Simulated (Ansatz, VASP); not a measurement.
# One calculation of P, two programs

```
P
1.0
     0.00000    2.76174    2.76174
     2.76174    0.00000    2.76174
     2.76174    2.76174    0.00000
P
2
Direct
  0.12500 0.12500 0.12500
  0.87500 0.87500 0.87500
```

Alike in both runs: functional revPBE; k mesh 10 × 10 × 10; occupations fermi-dirac, width 0.1 eV; no spin polarisation.

Ansatz relaxed the structure, and its values are those at the end. VASP's run is a single point on that final structure, the one shown.

|  | VASP | Ansatz |
| --- | --- | --- |
| version | VASP 6.6.1 | Ansatz 0.2.0 |
| potentials or method | VASP PAW PBE potentials, release 64 (P), cutoff 520 eV | plane waves (420 eV) with PAW, scalar-relativistic |
| valence electrons in the cell | 10 | 10 |

```csv
,VASP,Ansatz,Ansatz less VASP
pressure (GPa),-0.3,0.0,+0.28
```

VASP's potentials were made for PBE, not for revPBE. The functional is the same, so the differences come from potentials, cutoffs and numerics.
